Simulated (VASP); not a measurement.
A run of VASP 6.6.1 is set up as follows.

File POSCAR:

```
Ag
1.0
    0.0000000000      2.0519023311      2.0519023311
    2.0519023311      0.0000000000      2.0519023311
    2.0519023311      2.0519023311      0.0000000000
Ag
1
Direct
    0.0000000000      0.0000000000      0.0000000000
```

Contents of INCAR.step1:

```
ALGO     = Normal         # electronic algorithm
EDIFF    = 1E-4           # SCF threshold, eV
ENCUT    = 520            # plane-wave cutoff, eV
GGA      = PE             # functional
ISMEAR   = -1             # smearing method
LASPH    = T              # aspherical terms in the spheres
LCHARG   = F              # write CHGCAR
LREAL    = F              # projectors in reciprocal space
LWAVE    = T              # write WAVECAR
NBANDS   = 12             # bands
NELM     = 100            # most SCF steps
PREC     = Accurate       # precision mode
SIGMA    = 0.1            # smearing width, eV
```

File INCAR.step2:

```
ALGO     = Normal         # electronic algorithm
EDIFF    = 1E-6           # SCF threshold, eV
ENCUT    = 520            # plane-wave cutoff, eV
ISIF     = 2              # what is computed and relaxed
ISMEAR   = -1             # smearing method
ISTART   = 1            
LASPH    = T              # aspherical terms in the spheres
LCHARG   = F              # write CHGCAR
LMIXTAU  = T            
LREAL    = F              # projectors in reciprocal space
LWAVE    = F              # write WAVECAR
METAGGA  = R2SCAN         # meta-GGA
NBANDS   = 12             # bands
NELM     = 100            # most SCF steps
PREC     = Accurate       # precision mode
SIGMA    = 0.1            # smearing width, eV
```

KPOINTS

```
k-points
0
Gamma
  8 8 8
```

Potentials or basis: VASP PAW PBE potentials, release 64 (Ag).

Command:

```console
$ cat potpaw_PBE.64/Ag/POTCAR > POTCAR
$ cp INCAR.step1 INCAR
$ mpirun -np 1 vasp_std > vasp.out
$ cp INCAR.step2 INCAR
$ mpirun -np 1 vasp_std > vasp.out
```

Q: Predict the pressure.

A: 0.8 GPa.

Caveat: the PAW data sets were made with another functional, which shifts forces and pressure a little.
